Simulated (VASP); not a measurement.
# TiO2: vibrations by perturbation theory with LDA

TiO2:

```
CELL_PARAMETERS angstrom
-1.85078 1.85078 4.68008
1.85078 -1.85078 4.68008
1.85078 1.85078 -4.68008
ATOMIC_POSITIONS crystal
Ti 0.00000 0.00000 0.00000
Ti 0.75000 0.25000 0.50000
O 0.20911 0.20911 0.00000
O 0.95911 0.45911 0.50000
O 0.54089 0.04089 0.50000
O 0.79089 0.79089 0.00000
```

```yaml
Program: VASP 6.6.1
Task: vibrations by perturbation theory
Functional: LDA
Potentials_or_basis: VASP PAW LDA potentials, release 64 (Ti_sv, O)
Cutoff: 520 eV
k_mesh: 8 × 8 × 8
Occupations: gaussian, width 0.01 eV
Spin: no spin polarisation
Dipole_correction: no
Further_INCAR_settings: ALGO = Normal; EDIFF = 1e-08; NBANDS = 33; IBRION = 8; NSW = 1
```

| Quantity | Value |
| --- | --- |
| Highest phonon frequency at Γ, LO-TO splitting left out | 689 cm⁻¹ |

Phonon frequencies in cm⁻¹ (negative: imaginary):
```
              q point                                                        frequencies
(0.000, 0.000, 0.000)  0 0 0 140 140 181 181 251 251 374 400 512 512 525 544 564 689 689
```

Run time: 2.2 h on 1 thread of Oxide Virtual Turin-like Processor, on a shared host, peak memory 0.67 GiB.

Caveat: the cell stands under pressure or tension, which shifts response properties.
